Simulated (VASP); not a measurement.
# Sr (Fm-3m) in VASP: a series of runs

Runs on Sr. Level: PBEsol. Tasks: single point.

Everything below comes from runs of VASP 6.6.1. Logs are shortened: lines on timing, memory, paths and dates and some standing lists are left out, and cuts for length are marked.

**1. The cell of the first run**

Symmetry: Fm-3m, No. 225, cubic system. Conventional cell: a = 6.240 Å, b = 6.240 Å, c = 6.240 Å, α = 90.00°, β = 90.00°, γ = 90.00°. Sr (site symmetry m-3m) has 12 Sr at 4.41 Å within 5.8 Å.

**2. Single point, PBEsol (strained)**

Input file INCAR:

```
PREC = Accurate
ENCUT = 520
EDIFF = 1E-7
ISMEAR = 0
SIGMA = 0.05
LREAL = F
LASPH = T
NELM = 80
ALGO = Fast
ISIF = 2
LWAVE = F
LCHARG = T
GGA = PS
LELF = T
LVHAR = T
NBANDS = 11
```

Input file KPOINTS:

```
Automatic mesh
0
Gamma
  10 10 10
```

Input file POSCAR:

```
Sr
1.0
    0.0000000000      3.1197778075      3.1197778075
    3.1197778075      0.0000000000      3.1197778075
    3.1197778075      3.1197778075      0.0000000000
Sr
1
Direct
    0.0000000000      0.0000000000      0.0000000000
```

Potentials or basis: VASP PAW PBE potentials, release 64 (Sr_sv).

Started as:

```
$ cat potpaw_PBE.64/Sr_sv/POTCAR > POTCAR
$ mpirun -np 1 vasp_std > vasp.out
```

OUTCAR:

```text
PREC = Accurate
   ENCUT = 520
   EDIFF = 1E-7
   ISMEAR = 0
   LREAL = F
   LASPH = T
   NELM = 80
   ISIF = 2
   GGA = PS

 ion  position               nearest neighbor table
   1  0.000  0.000  0.000-

  LATTYP: Found a face centered cubic cell.
 ALAT       =     6.2395556150

  Lattice vectors:

 A1 = (   0.0000000000,   3.1197778075,   3.1197778075)
 A2 = (   3.1197778075,   0.0000000000,   3.1197778075)
 A3 = (   3.1197778075,   3.1197778075,   0.0000000000)

Analysis of symmetry for initial positions (statically):
=====================================================================
 Subroutine PRICEL returns:
 Original cell was already a primitive cell.

 Routine SETGRP: Setting up the symmetry group for a
 face centered cubic supercell.

 Subroutine GETGRP returns: Found 48 space group operations
 (whereof 48 operations were pure point group operations)
 out of a pool of 48 trial point group operations.

The static configuration has the point symmetry O_h .

Analysis of symmetry for dynamics (positions and initial velocities):
=====================================================================
 Subroutine PRICEL returns:
 Original cell was already a primitive cell.

 Routine SETGRP: Setting up the symmetry group for a
 face centered cubic supercell.

 Subroutine GETGRP returns: Found 48 space group operations
 (whereof 48 operations were pure point group operations)
 out of a pool of 48 trial point group operations.

The dynamic configuration has the point symmetry O_h .

 Subroutine INISYM returns: Found 48 space group operations
 (whereof 48 operations are pure point group operations),
 and found     1 'primitive' translations

----------------------------------------------------------------------------------------

                                     Primitive cell

  volume of cell :      60.7297

  direct lattice vectors                    reciprocal lattice vectors
     0.000000000  3.119777808  3.119777808    -0.160267824  0.160267824  0.160267824
     3.119777808  0.000000000  3.119777808     0.160267824 -0.160267824  0.160267824
     3.119777808  3.119777808  0.000000000     0.160267824  0.160267824 -0.160267824

  length of vectors
     4.412032087  4.412032087  4.412032087     0.277592014  0.277592014  0.277592014

  position of ions in fractional coordinates (direct lattice)
     0.000000000  0.000000000  0.000000000

  ion indices of the primitive-cell ions
   primitive index   ion index
                 1           1

----------------------------------------------------------------------------------------

 KPOINTS: Automatic mesh

Automatic generation of k-mesh.
 Grid dimensions read from file:
 generate k-points for:   10   10   10

 Generating k-lattice:

  Cartesian coordinates                     Fractional coordinates (reciprocal lattice)
    -0.016026782  0.016026782  0.016026782     0.100000000  0.000000000  0.000000000
     0.016026782 -0.016026782  0.016026782     0.000000000  0.100000000  0.000000000
     0.016026782  0.016026782 -0.016026782     0.000000000  0.000000000  0.100000000

  Length of vectors
     0.027759201  0.027759201  0.027759201

  Shift w.r.t. Gamma in fractional coordinates (k-lattice)
     0.000000000  0.000000000  0.000000000

 Subroutine IBZKPT returns following result:
 ===========================================

 Found     47 irreducible k-points:

 Following reciprocal coordinates:
            Coordinates               Weight
  0.000000  0.000000  0.000000      1.000000
  0.100000  0.000000  0.000000      8.000000
  0.200000  0.000000  0.000000      8.000000
  0.300000  0.000000  0.000000      8.000000
  0.400000  0.000000  0.000000      8.000000
  0.500000  0.000000  0.000000      4.000000
[... 16 lines left out ...]
  0.300000  0.300000  0.000000      6.000000
  0.400000  0.300000  0.000000     24.000000
 [... further k-points ...]
   k-points           NKPTS =     47   k-points in BZ     NKDIM =     47   number of bands    NBANDS=     11
   number of dos      NEDOS =    301   number of ions     NIONS =      1
   total plane-waves  NPLWV =  46656
   dimension x,y,z NGX =    36 NGY =   36 NGZ =   36
   dimension x,y,z NGXF=    72 NGYF=   72 NGZF=   72
   ions per type =               1
   NGX,Y,Z   is equivalent  to a cutoff of  13.56, 13.56, 13.56 a.u.
   NGXF,Y,Z  is equivalent  to a cutoff of  27.13, 27.13, 27.13 a.u.
 SYSTEM =  unknown system
   PREC   = accura    normal or accurate (medium, high low for compatibility)
   ISTART =      0    job   : 0-new  1-cont  2-samecut
   ICHARG =      2    charge: 1-file 2-atom 10-const
   ISPIN  =      1    spin polarized calculation?
   LNONCOLLINEAR =      F non collinear calculations
   LSORBIT =      F    spin-orbit coupling
   LASPH  =      T    aspherical Exc in radial PAW
   ENCUT  =  520.0 eV  38.22 Ry    6.18 a.u.   8.20  8.20  8.20*2*pi/ulx,y,z
   NELM   =     80;   NELMIN=  2; NELMDL= -5     # of ELM steps
   EDIFF  = 0.1E-06   stopping-criterion for ELM
   LREAL  =      F    real-space projection
   EDIFFG = 0.1E-05   stopping-criterion for IOM
   NSW    =      0    number of steps for IOM
   IBRION =     -1    ionic relax: 0-MD 1-quasi-New 2-CG
   NFREE  =      0    steps in history (QN), initial steepest desc. (CG)
   ISIF   =      2    stress and relaxation
   ISYM   =      2    0-nonsym 1-usesym 2-fastsym
   POTIM  = 0.5000    time-step for ionic-motion
   TEBEG  =    0.0;   TEEND  =   0.0 temperature during run
   PSTRESS=    0.0 pullay stress
   NELECT =      10.0000    total number of electrons
   NUPDOWN=      -1.0000    fix difference up-down
   EMIN   =  10.00;   EMAX   =-10.00  energy-range for DOS
   EFERMI =   0.00;   METHOD = LEGACY
   ISMEAR =     0;   SIGMA  =   0.05  broadening in eV -4-tet -1-fermi 0-gaus
   EFERMI_NEDOS =   21; number of points for ismear=-14 and -15
   IALGO  =     68    algorithm
   IMIX   =      4    mixing-type and parameters
     AMIX     =   0.40;   BMIX     =  1.00
     AMIX_MAG =   1.60;   BMIX_MAG =  1.00
  volume/ion in A,a.u.               =      60.73       409.82
  Fermi-wavevector in a.u.,A,eV,Ry     =   0.897307  1.695665 10.954871  0.805160
  Thomas-Fermi vector in A             =   2.019875
   LORBIT       =      0    0 simple, 1 ext, 2 COOP (PROOUT), +10 PAW based schemes
   GGA     = PS    functional components
   LHFCALC =     F    Hartree Fock is set to
   AEXX    =    0.0000 exact exchange contribution
   IVDW    =     0    specifies the selected vdW correction
   LEPSILON=     F    determine dielectric tensor
   LRPA    =     F    only Hartree local field effects (RPA)
 non-spin polarized calculation
 RMM-DIIS sequential band-by-band and
 Gauss-broadening in eV      SIGMA  =   0.05
  energy-cutoff  :      520.00
  volume of cell :       60.73
 maximum number of plane-waves:      1660
 NGX is ok and might be reduce to    36
   NGX = 17   NGY = 17   NGZ = 17

 number of electron      10.0000000 magnetization

 Free energy of the ion-electron system (eV)
  ---------------------------------------------------
  ext. energy  EPLUGINS =         0.00000000
  ---------------------------------------------------
  free energy    TOTEN  =        -1.79359028 eV

  energy without entropy =       -1.79040350  energy(sigma->0) =       -1.79199689

 E-fermi :   1.1872     XC(G=0):  -7.1319

 val. band max:        1.1861759472   @ k =  -0.4000   0.3000   0.0000
 cond. band min:       1.2064279503   @ k =   0.5000   0.1000   0.0000
 fundamental gap:      0.0202520030
 Fermi energy:         1.1871971024

 k-point     1 :       0.0000    0.0000    0.0000
  band No.  band energies     occupation
      1     -35.5666      2.00000
      2     -17.4801      2.00000
      3     -17.4801      2.00000
      4     -17.4801      2.00000
      5      -2.3274      2.00000
      6       3.3994      0.00000
      7       3.3994      0.00000
      8       3.3994      0.00000
      9       4.7209      0.00000
     10       4.7209      0.00000
     11       7.9946      0.00000

 k-point     2 :       0.1000    0.0000    0.0000
  band No.  band energies     occupation
      1     -35.5658      2.00000
      2     -17.4935      2.00000
      3     -17.4819      2.00000
      4     -17.4819      2.00000
      5      -2.1808      2.00000
      6       3.1774      0.00000
      7       3.4657      0.00000
      8       3.4657      0.00000
      9       4.6380      0.00000
     10       4.6380      0.00000
     11       8.3546      0.00000

 k-point     3 :       0.2000    0.0000    0.0000
  band No.  band energies     occupation
      1     -35.5636      2.00000
      2     -17.5283      2.00000
      3     -17.4868      2.00000
      4     -17.4868      2.00000
      5      -1.7587      2.00000
      6       2.6759      0.00000
      7       3.5586      0.00000
      8       3.5586      0.00000
      9       4.5819      0.00000
     10       4.5819      0.00000
     11       7.9780      0.00000

 k-point     4 :       0.3000    0.0000    0.0000
  band No.  band energies     occupation
      1     -35.5609      2.00000
      2     -17.5707      2.00000
      3     -17.4928      2.00000
      4     -17.4928      2.00000
      5      -1.1173      2.00000
      6       2.1008      0.00000
      7       3.4743      0.00000
      8       3.4743      0.00000
      9       4.8744      0.00000
     10       4.8744      0.00000
     11       7.1070      0.00000
[... 239 lines left out ...]
 k-point    22 :      -0.2000    0.2000    0.0000
  band No.  band energies     occupation
      1     -35.5600      2.00000
      2     -17.5641      2.00000
      3     -17.5187      2.00000
      4     -17.4922      2.00000
      5      -0.8888      2.00000
      6       2.2012      0.00000
      7       2.8923      0.00000
      8       3.8908      0.00000
      9       4.1648      0.00000
     10       5.4915      0.00000
     11       7.3400      0.00000

 k-point    23 :       0.3000    0.3000    0.0000
  band No.  band energies     occupation
      1     -35.5591      2.00000
      2     -17.5667      2.00000
      3     -17.5134      2.00000
      4     -17.5134      2.00000
      5      -0.7324      2.00000
      6       2.0502      0.00000
      7       2.8159      0.00000
      8       4.2744      0.00000
      9       4.2744      0.00000
     10       5.2913      0.00000
     11       8.4438      0.00000

 k-point    24 :       0.4000    0.3000    0.0000
  band No.  band energies     occupation
      1     -35.5573      2.00000
      2     -17.5851      2.00000
      3     -17.5234      2.00000
      4     -17.5192      2.00000
      5      -0.1871      2.00000
      6       1.8368      0.00000
      7       2.4556      0.00000
      8       4.4056      0.00000
      9       4.7051      0.00000
     10       5.5695      0.00000
     11       6.9123      0.00000

 [... further k-points ...]

------------------------ aborting loop because EDIFF is reached ----------------------------------------

  FORCE on cell =-STRESS in cart. coord.  units (eV):
  Direction    XX          YY          ZZ          XY          YZ          ZX
  --------------------------------------------------------------------------------------
  -------------------------------------------------------------------------------------
  Total       -0.5539401     -0.5539401     -0.5539401      0.0000000      0.0000000      0.0000000
  in kB      -14.6141114    -14.6141114    -14.6141114      0.0000000      0.0000000      0.0000000
  external PRESSURE =     -14.6141114 kB  Pullay stress =       0.0000000 kB

 VOLUME and BASIS-vectors are now :
 -----------------------------------------------------------------------------
  energy-cutoff  :      520.00
  volume of cell :       60.73
      direct lattice vectors                 reciprocal lattice vectors
     0.000000000  3.119777808  3.119777808    -0.160267824  0.160267824  0.160267824
     3.119777808  0.000000000  3.119777808     0.160267824 -0.160267824  0.160267824
     3.119777808  3.119777808  0.000000000     0.160267824  0.160267824 -0.160267824

 POSITION                                       TOTAL-FORCE (eV/Angst)
 -----------------------------------------------------------------------------------
      0.00000      0.00000      0.00000         0.000000      0.000000     -0.000000
 -----------------------------------------------------------------------------------
    total drift:                               -0.000000      0.000000      0.000000

  FREE ENERGIE OF THE ION-ELECTRON SYSTEM (eV)
  ---------------------------------------------------
  free  energy   TOTEN  =        -1.7935902795 eV

  energy  without entropy=       -1.7904035044  energy(sigma->0) =       -1.79199689
```

Run time: 18 s. Hardware: 1 thread of Intel Xeon 6975P-C (Granite Rapids), shared host; peak memory 0.21 GiB.

Results:

```yaml
Free_energy: -1.7936 eV
Pressure: -1.5 GPa
Band_gap_on_the_k_mesh: zero (band 5 reaches 1.25 eV, above the bottom of band 6 at 1.15 eV)
```

Caveat: the cell differs from its parent crystal (strained); the PAW data sets were made with another functional, which shifts forces and pressure a little.

(Continued in part 2 of 2.)
